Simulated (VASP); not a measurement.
# Si (Fd-3m) in VASP: further runs, part 2 of 2

VASP 6.6.1. Earlier steps stand in the parts before.

**3. Single point, r2SCAN (volume scaled by 0.45, partial waves polarizable)**

POSCAR reads:

```
Si
1.0
    0.0000000000      2.0859687493      2.0859687493
    2.0859687493      0.0000000000      2.0859687493
    2.0859687493      2.0859687493      0.0000000000
Si
2
Direct
   -0.1250000000     -0.1250000000     -0.1250000000
    0.1250000000      0.1250000000      0.1250000000
```

INCAR.step1 reads:

```
SYSTEM = Si
PREC = Accurate ; ENCUT = 520
ISMEAR = -1 ; SIGMA = 0.08
LREAL = .FALSE. ; LASPH = .TRUE.
NELM = 60 ; NBANDS = 11
GGA = PE ; ALGO = Normal
EDIFF = 1E-4 ; LWAVE = .TRUE.
LCHARG = .FALSE.
```

INCAR.step2 reads:

```
SYSTEM = Si
PREC = Accurate ; ENCUT = 520
EDIFF = 1E-6 ; ISMEAR = -1
SIGMA = 0.08 ; LREAL = .FALSE.
LASPH = .TRUE. ; NELM = 60
ALGO = Normal ; ISIF = 2
LWAVE = .FALSE. ; LCHARG = .FALSE.
METAGGA = R2SCAN ; LMIXTAU = .TRUE.
NBANDS = 11 ; ISTART = 1
```

KPOINTS reads:

```
regular mesh
0
G
  13 13 13
  0 0 0
```

Potentials or basis: VASP PAW PBE potentials, release 64 (Si).

On the command line:

```sh
> cat potpaw_PBE.64/Si/POTCAR > POTCAR
> cp INCAR.step1 INCAR
> mpirun -np 1 vasp_std > vasp.out
> cp INCAR.step2 INCAR
> mpirun -np 1 vasp_std > vasp.out
```

OUTCAR:

```text
SYSTEM = Si
   PREC = Accurate
   ENCUT = 520
   EDIFF = 1E-6
   ISMEAR = -1
   LREAL = .FALSE.
   LASPH = .TRUE.
   NELM = 60
   ISIF = 2
   METAGGA = R2SCAN
   ISTART = 1

 ion  position               nearest neighbor table
   1  0.875  0.875  0.875-   2 1.81   2 1.81   2 1.81   2 1.81
   2  0.125  0.125  0.125-   1 1.81   1 1.81   1 1.81   1 1.81

  LATTYP: Found a face centered cubic cell.
 ALAT       =     4.1719374986

  Lattice vectors:

 A1 = (   0.0000000000,   2.0859687493,   2.0859687493)
 A2 = (   2.0859687493,   0.0000000000,   2.0859687493)
 A3 = (   2.0859687493,   2.0859687493,   0.0000000000)

Analysis of symmetry for initial positions (statically):
=====================================================================
 Subroutine PRICEL returns:
 Original cell was already a primitive cell.

 Routine SETGRP: Setting up the symmetry group for a
 face centered cubic supercell.

 Subroutine GETGRP returns: Found 48 space group operations
 (whereof 12 operations were pure point group operations)
 out of a pool of 48 trial point group operations.

The static configuration has the point symmetry D_3d.
 The point group associated with its full space group is O_h .

Analysis of symmetry for dynamics (positions and initial velocities):
=====================================================================
 Subroutine PRICEL returns:
 Original cell was already a primitive cell.

 Routine SETGRP: Setting up the symmetry group for a
 face centered cubic supercell.

 Subroutine GETGRP returns: Found 48 space group operations
 (whereof 12 operations were pure point group operations)
 out of a pool of 48 trial point group operations.

The dynamic configuration has the point symmetry D_3d.
 The point group associated with its full space group is O_h .

 Subroutine INISYM returns: Found 48 space group operations
 (whereof 12 operations are pure point group operations),
 and found     1 'primitive' translations

----------------------------------------------------------------------------------------

                                     Primitive cell

  volume of cell :      18.1532

  direct lattice vectors                    reciprocal lattice vectors
     0.000000000  2.085968749  2.085968749    -0.239696784  0.239696784  0.239696784
     2.085968749  0.000000000  2.085968749     0.239696784 -0.239696784  0.239696784
     2.085968749  2.085968749  0.000000000     0.239696784  0.239696784 -0.239696784

  length of vectors
     2.950005296  2.950005296  2.950005296     0.415167008  0.415167008  0.415167008

  position of ions in fractional coordinates (direct lattice)
     0.875000000  0.875000000  0.875000000
     0.125000000  0.125000000  0.125000000

  ion indices of the primitive-cell ions
   primitive index   ion index
                 1           1
                 2           2

----------------------------------------------------------------------------------------

 KPOINTS: regular mesh

Automatic generation of k-mesh.
 Grid dimensions read from file:
 generate k-points for:   13   13   13

 Generating k-lattice:

  Cartesian coordinates                     Fractional coordinates (reciprocal lattice)
    -0.018438214  0.018438214  0.018438214     0.076923077  0.000000000  0.000000000
     0.018438214 -0.018438214  0.018438214     0.000000000  0.076923077  0.000000000
     0.018438214  0.018438214 -0.018438214     0.000000000  0.000000000  0.076923077

  Length of vectors
     0.031935924  0.031935924  0.031935924

  Shift w.r.t. Gamma in fractional coordinates (k-lattice)
     0.000000000  0.000000000  0.000000000

 Subroutine IBZKPT returns following result:
 ===========================================

 Found     84 irreducible k-points:

 Following reciprocal coordinates:
            Coordinates               Weight
  0.000000  0.000000  0.000000      1.000000
  0.076923  0.000000  0.000000      8.000000
  0.153846  0.000000  0.000000      8.000000
  0.230769  0.000000  0.000000      8.000000
  0.307692  0.000000  0.000000      8.000000
  0.384615  0.000000  0.000000      8.000000
[... 16 lines left out ...]
  0.384615  0.153846  0.000000     24.000000
  0.461538  0.153846  0.000000     24.000000
 [... further k-points ...]
   k-points           NKPTS =     84   k-points in BZ     NKDIM =     84   number of bands    NBANDS=     11
   number of dos      NEDOS =    301   number of ions     NIONS =      2
   total plane-waves  NPLWV =  13824
   dimension x,y,z NGX =    24 NGY =   24 NGZ =   24
   dimension x,y,z NGXF=    48 NGYF=   48 NGZF=   48
   ions per type =               2
   NGX,Y,Z   is equivalent  to a cutoff of  13.53, 13.53, 13.53 a.u.
   NGXF,Y,Z  is equivalent  to a cutoff of  27.05, 27.05, 27.05 a.u.
 SYSTEM =  Si
   PREC   = accura    normal or accurate (medium, high low for compatibility)
   ISTART =      1    job   : 0-new  1-cont  2-samecut
   ICHARG =      0    charge: 1-file 2-atom 10-const
   ISPIN  =      1    spin polarized calculation?
   LNONCOLLINEAR =      F non collinear calculations
   LSORBIT =      F    spin-orbit coupling
   LASPH  =      T    aspherical Exc in radial PAW
   ENCUT  =  520.0 eV  38.22 Ry    6.18 a.u.   5.49  5.49  5.49*2*pi/ulx,y,z
   NELM   =     60;   NELMIN=  2; NELMDL=  0     # of ELM steps
   EDIFF  = 0.1E-05   stopping-criterion for ELM
   LREAL  =      F    real-space projection
   EDIFFG = 0.1E-04   stopping-criterion for IOM
   NSW    =      0    number of steps for IOM
   IBRION =     -1    ionic relax: 0-MD 1-quasi-New 2-CG
   NFREE  =      0    steps in history (QN), initial steepest desc. (CG)
   ISIF   =      2    stress and relaxation
   ISYM   =      2    0-nonsym 1-usesym 2-fastsym
   POTIM  = 0.5000    time-step for ionic-motion
   TEBEG  =    0.0;   TEEND  =   0.0 temperature during run
   PSTRESS=    0.0 pullay stress
   NELECT =       8.0000    total number of electrons
   NUPDOWN=      -1.0000    fix difference up-down
   EMIN   =  10.00;   EMAX   =-10.00  energy-range for DOS
   EFERMI =   0.00;   METHOD = LEGACY
   ISMEAR =    -1;   SIGMA  =   0.08  broadening in eV -4-tet -1-fermi 0-gaus
   EFERMI_NEDOS =   21; number of points for ismear=-14 and -15
   IALGO  =     38    algorithm
   IMIX   =      4    mixing-type and parameters
     AMIX     =   0.40;   BMIX     =  1.00
     AMIX_MAG =   1.60;   BMIX_MAG =  1.00
  volume/ion in A,a.u.               =       9.08        61.25
  Fermi-wavevector in a.u.,A,eV,Ry     =   1.245815  2.354250 21.117004  1.552056
  Thomas-Fermi vector in A             =   2.380021
   LORBIT       =      0    0 simple, 1 ext, 2 COOP (PROOUT), +10 PAW based schemes
   METAGGA = R2SCAN    functional components
   LHFCALC =     F    Hartree Fock is set to
   AEXX    =    0.0000 exact exchange contribution
   IVDW    =     0    specifies the selected vdW correction
   LEPSILON=     F    determine dielectric tensor
   LRPA    =     F    only Hartree local field effects (RPA)
 non-spin polarized calculation
  energy-cutoff  :      520.00
  volume of cell :       18.15
 maximum number of plane-waves:       531
 NGX is ok and might be reduce to    24
   NGX = 11   NGY = 11   NGZ = 11

 number of electron       8.0000001 magnetization

 Free energy of the ion-electron system (eV)
  ---------------------------------------------------
  ext. energy  EPLUGINS =         0.00000000
  ---------------------------------------------------
  free energy    TOTEN  =        -4.74370469 eV

  energy without entropy =       -4.73534462  energy(sigma->0) =       -4.73952465

 E-fermi :  16.4763     XC(G=0): -13.4722

 val. band max:       16.3676188895   @ k =   0.3846   0.3077   0.0000
 cond. band min:      16.4884212152   @ k =  -0.4615   0.3077   0.0000
 fundamental gap:      0.1208023257
 Fermi energy:        16.4762665489

 k-point     1 :       0.0000    0.0000    0.0000
  band No.  band energies     occupation
      1      -3.0398      2.00000
      2      17.3133      0.00006
      3      17.3133      0.00006
      4      17.3133      0.00006
      5      19.9858      0.00000
      6      19.9858      0.00000
      7      19.9858      0.00000
      8      25.1043      0.00000
      9      25.1043      0.00000
     10      31.2728      0.00000
     11      31.4590      0.00000
[... 309 lines left out ...]
 k-point    24 :       0.4615    0.1538    0.0000
  band No.  band energies     occupation
      1       1.6348      2.00000
      2       6.2051      2.00000
      3      13.2028      2.00000
      4      13.8700      2.00000
      5      17.9704      0.00000
      6      22.0425      0.00000
      7      23.4463      0.00000
      8      26.4289      0.00000
      9      29.8041      0.00000
     10      30.9830      0.00000
     11      35.8754      0.00000

 [... further k-points ...]
[... 5 lines left out ...]
  --------------------------------------------------------------------------------------
  -------------------------------------------------------------------------------------
  Total       39.0060180     39.0060180     39.0060180     -0.0000000      0.0000000      0.0000000
  in kB     3442.6178043   3442.6178043   3442.6178043     -0.0000000      0.0000000      0.0000000
  external PRESSURE =    3442.6178043 kB  Pullay stress =       0.0000000 kB

 VOLUME and BASIS-vectors are now :
 -----------------------------------------------------------------------------
  energy-cutoff  :      520.00
  volume of cell :       18.15
      direct lattice vectors                 reciprocal lattice vectors
     0.000000000  2.085968749  2.085968749    -0.239696784  0.239696784  0.239696784
     2.085968749  0.000000000  2.085968749     0.239696784 -0.239696784  0.239696784
     2.085968749  2.085968749  0.000000000     0.239696784  0.239696784 -0.239696784

 POSITION                                       TOTAL-FORCE (eV/Angst)
 -----------------------------------------------------------------------------------
      3.65045      3.65045      3.65045        -0.000000      0.000000     -0.000000
      0.52149      0.52149      0.52149         0.000000     -0.000000      0.000000
 -----------------------------------------------------------------------------------
    total drift:                                0.000000      0.000000     -0.000000

  FREE ENERGIE OF THE ION-ELECTRON SYSTEM (eV)
  ---------------------------------------------------
  free  energy   TOTEN  =        -4.7437046853 eV

  energy  without entropy=       -4.7353446233  energy(sigma->0) =       -4.73952465
```

Run time: 30 s. Hardware: 1 thread of Intel Xeon Platinum 8559C (Emerald Rapids), shared host; peak memory 0.13 GiB.

Results:

```
Free energy            : -4.7437 eV
Pressure               : 344.3 GPa
Band gap on the k mesh : zero (band 4 reaches 17.33 eV, above the bottom of band 5 at 15.52 eV)
```

Caveat: the PAW data sets were made with another functional, which shifts forces and pressure a little.

**4. Single point, r2SCAN (volume scaled by 0.55)**

POSCAR reads:

```
Si
1.0
    0.0000000000      2.2302721249      2.2302721249
    2.2302721249      0.0000000000      2.2302721249
    2.2302721249      2.2302721249      0.0000000000
Si
2
Direct
   -0.1250000000     -0.1250000000     -0.1250000000
    0.1250000000      0.1250000000      0.1250000000
```

INCAR.step1 reads:

```
SYSTEM = Si
  ALGO = Normal
  EDIFF = 1E-4
  ENCUT = 520
  GGA = PE
  ISMEAR = -1
  LASPH = .TRUE.
  LCHARG = .FALSE.
  LREAL = .FALSE.
  LWAVE = .TRUE.
  NBANDS = 11
  NELM = 100
  PREC = Accurate
  SIGMA = 0.08
```

INCAR.step2 reads:

```
SYSTEM = Si
  ALGO = Normal
  EDIFF = 1E-7
  ENCUT = 520
  ISIF = 2
  ISMEAR = -1
  ISTART = 1
  LASPH = .TRUE.
  LCHARG = .TRUE.
  LELF = .TRUE.
  LMIXTAU = .TRUE.
  LREAL = .FALSE.
  LVHAR = .TRUE.
  LWAVE = .FALSE.
  METAGGA = R2SCAN
  NBANDS = 11
  NELM = 100
  PREC = Accurate
  SIGMA = 0.08
```

KPOINTS reads:

```
k-points
0
G
  13 13 13
  0 0 0
```

Potentials or basis: VASP PAW PBE potentials, release 64 (Si).

On the command line:

```sh
> cat potpaw_PBE.64/Si/POTCAR > POTCAR
> cp INCAR.step1 INCAR
> mpirun -np 1 vasp_std > vasp.out
> cp INCAR.step2 INCAR
> mpirun -np 1 vasp_std > vasp.out
```

OUTCAR:

```text
SYSTEM = Si
   EDIFF = 1E-7
   ENCUT = 520
   ISIF = 2
   ISMEAR = -1
   ISTART = 1
   LASPH = .TRUE.
   LREAL = .FALSE.
   METAGGA = R2SCAN
   NELM = 100
   PREC = Accurate

 ion  position               nearest neighbor table
   1  0.875  0.875  0.875-   2 1.93   2 1.93   2 1.93   2 1.93
   2  0.125  0.125  0.125-   1 1.93   1 1.93   1 1.93   1 1.93

  LATTYP: Found a face centered cubic cell.
 ALAT       =     4.4605442498

  Lattice vectors:

 A1 = (   0.0000000000,   2.2302721249,   2.2302721249)
 A2 = (   2.2302721249,   0.0000000000,   2.2302721249)
 A3 = (   2.2302721249,   2.2302721249,   0.0000000000)
[... 514 lines left out ...]
      8      21.9946      0.00000
      9      25.5631      0.00000
     10      26.7573      0.00000
     11      30.3757      0.00000

 [... further k-points ...]
[... 5 lines left out ...]
  --------------------------------------------------------------------------------------
  -------------------------------------------------------------------------------------
  Total       25.2150022     25.2150022     25.2150022      0.0000000      0.0000000      0.0000000
  in kB     1820.8158612   1820.8158612   1820.8158612      0.0000000      0.0000000      0.0000000
  external PRESSURE =    1820.8158612 kB  Pullay stress =       0.0000000 kB

 VOLUME and BASIS-vectors are now :
 -----------------------------------------------------------------------------
  energy-cutoff  :      520.00
  volume of cell :       22.19
      direct lattice vectors                 reciprocal lattice vectors
     0.000000000  2.230272125  2.230272125    -0.224187889  0.224187889  0.224187889
     2.230272125  0.000000000  2.230272125     0.224187889 -0.224187889  0.224187889
     2.230272125  2.230272125  0.000000000     0.224187889  0.224187889 -0.224187889

 POSITION                                       TOTAL-FORCE (eV/Angst)
 -----------------------------------------------------------------------------------
      3.90298      3.90298      3.90298         0.000000     -0.000000      0.000000
      0.55757      0.55757      0.55757         0.000000      0.000000     -0.000000
 -----------------------------------------------------------------------------------
    total drift:                                0.000000      0.000000     -0.000000

  FREE ENERGIE OF THE ION-ELECTRON SYSTEM (eV)
  ---------------------------------------------------
  free  energy   TOTEN  =       -11.1402929766 eV

  energy  without entropy=      -11.1341880797  energy(sigma->0) =      -11.13724053
```

OUTCAR.step1:

```text
SYSTEM = Si
   EDIFF = 1E-4
   ENCUT = 520
   GGA = PE
   ISMEAR = -1
   LASPH = .TRUE.
   LREAL = .FALSE.
[... 557 lines left out ...]
      3.90298      3.90298      3.90298        -0.000000      0.000000     -0.000000
      0.55757      0.55757      0.55757         0.000000     -0.000000      0.000000
 -----------------------------------------------------------------------------------
    total drift:                                0.000000      0.000000     -0.000000

  FREE ENERGIE OF THE ION-ELECTRON SYSTEM (eV)
  ---------------------------------------------------
  free  energy   TOTEN  =        -4.4334321753 eV

  energy  without entropy=       -4.4258595033  energy(sigma->0) =       -4.42964584
```

OSZICAR.step1:

```text
N       E                     dE             d eps       ncg     rms          rms(c)
DAV:   1     0.122414567309E+02    0.12241E+02   -0.36013E+03  1848   0.625E+02
DAV:   2    -0.473351679919E+01   -0.16975E+02   -0.16415E+02  2397   0.950E+01
DAV:   3    -0.515624821597E+01   -0.42273E+00   -0.42152E+00  2336   0.122E+01
DAV:   4    -0.515800003415E+01   -0.17518E-02   -0.17517E-02  2197   0.994E-01
DAV:   5    -0.515800741700E+01   -0.73828E-05   -0.73808E-05  2326   0.594E-02    0.987E+00
DAV:   6    -0.461561341222E+01    0.54239E+00   -0.38167E-01  2049   0.271E+00    0.635E+00
DAV:   7    -0.443374905678E+01    0.18186E+00   -0.44150E-01  2136   0.304E+00    0.136E+00
DAV:   8    -0.443337035098E+01    0.37871E-03   -0.13031E-02  2034   0.699E-01    0.197E-01
DAV:   9    -0.443343217528E+01   -0.61824E-04   -0.97559E-05  1869   0.791E-02
   1 F= -.44334322E+01 E0= -.44296458E+01  d E =-.757267E-02
```

Run time: 32 s. Hardware: 1 thread of Intel Xeon Platinum 8559C (Emerald Rapids), shared host; peak memory 0.14 GiB.

What came out:

| Quantity | Value |
| --- | --- |
| Free energy | -11.1403 eV |
| Pressure | 182.1 GPa |
| Band gap on the k mesh | zero (band 4 reaches 13.62 eV, above the bottom of band 5 at 12.68 eV) |

Caveat: the PAW data sets were made with another functional, which shifts forces and pressure a little.
